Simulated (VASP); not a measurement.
A run of VASP 6.6.1 is set up as follows.

File INCAR:

```
PREC = Accurate
ENCUT = 520
EDIFF = 1E-7
ISMEAR = 0
SIGMA = 0.01
LREAL = False
LASPH = True
NELM = 60
ALGO = Normal
ISIF = 2
LWAVE = False
LCHARG = False
GGA = CA
NBANDS = 12
```

File KPOINTS:

```
regular mesh
0
Gamma
  10 10 10
```

POSCAR

```
LiF
1.0
    1.9446925593      1.9446925593      0.0000000000
   -1.9446925593      1.9446925593      0.0000000000
    0.0000000000      1.9446925593      1.9603282784
Li F
1 1
Direct
    0.0000000000      0.0000000000      0.0000000000
    0.5000000000      0.5000000000      0.0000000000
```

Potentials or basis: VASP PAW LDA potentials, release 64 (Li_sv, F).

Launch:

```sh
$ cat potpaw_LDA.64/Li_sv/POTCAR potpaw_LDA.64/F/POTCAR > POTCAR
$ mpirun -np 1 vasp_std > vasp.out
```

Question: What does it give for the band gap on the k mesh?

Answer: 9.75 eV, direct.

Caveat: the cell differs from its parent crystal (in-plane strain -0.005). A k mesh can miss the band edges.
